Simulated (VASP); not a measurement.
Wanted: the native input for a VASP 6.6.1 run.

```yaml
Task: single point
Functional: PBE
Potentials_or_basis: VASP PAW PBE potentials, release 64 (Al, B, Sb)
Cutoff: 520 eV
k_mesh: 14 × 8 × 8
Occupations: gaussian, width 0.1 eV
Spin: no spin polarisation
Dipole_correction: no
Further_INCAR_settings: ALGO = Normal; EDIFF = 1e-07; NBANDS = 19
```

The structure of Al3B2Sb lies in POSCAR:

```
Al3B2Sb
1.0
    2.7958790281      0.0000000000      0.0000000000
    0.0000000000      5.3214704260      3.0727028985
    0.0000000000     -5.3214704260      3.0727028985
Al B Sb
3 2 1
Direct
    0.0000000000      0.4691268967      0.4691268967
    0.0000000000      0.5308059852      0.9999702904
    0.0000000000      0.9999702904      0.5308059852
    0.5000000000      0.6666520065      0.3333027675
    0.5000000000      0.3333027675      0.6666520065
    0.0000000000     -0.0000207098     -0.0000207098
```

One way to write it, as run:

INCAR

```
ALGO = Normal ; EDIFF = 1E-7
ENCUT = 520 ; GGA = PE
ISIF = 2 ; ISMEAR = 0
LASPH = True ; LCHARG = True
LELF = True ; LREAL = False
LVHAR = True ; LWAVE = False
NBANDS = 19 ; NELM = 80
PREC = Accurate ; SIGMA = 0.1
```

KPOINTS

```
k-points
0
Gamma
  14 8 8
```

Potentials or basis: VASP PAW PBE potentials, release 64 (Al, B, Sb).

The run is started by

```bash
$ cat potpaw_PBE.64/Al/POTCAR potpaw_PBE.64/B/POTCAR potpaw_PBE.64/Sb/POTCAR > POTCAR
$ mpirun -np 1 vasp_std > vasp.out
```

It gave:

```
Pressure               : 0.0 GPa
Largest force          : 0.006 eV/Å
Band gap on the k mesh : zero (bands 10 and 11 overlap by 3.62 eV)
```

Caveat: spin-orbit coupling is left out, which moves the levels of the heavy elements.

Wall time 7.8 min on 1 thread of Intel Xeon 8259CL, with other jobs on the host, peak memory 0.44 GiB.
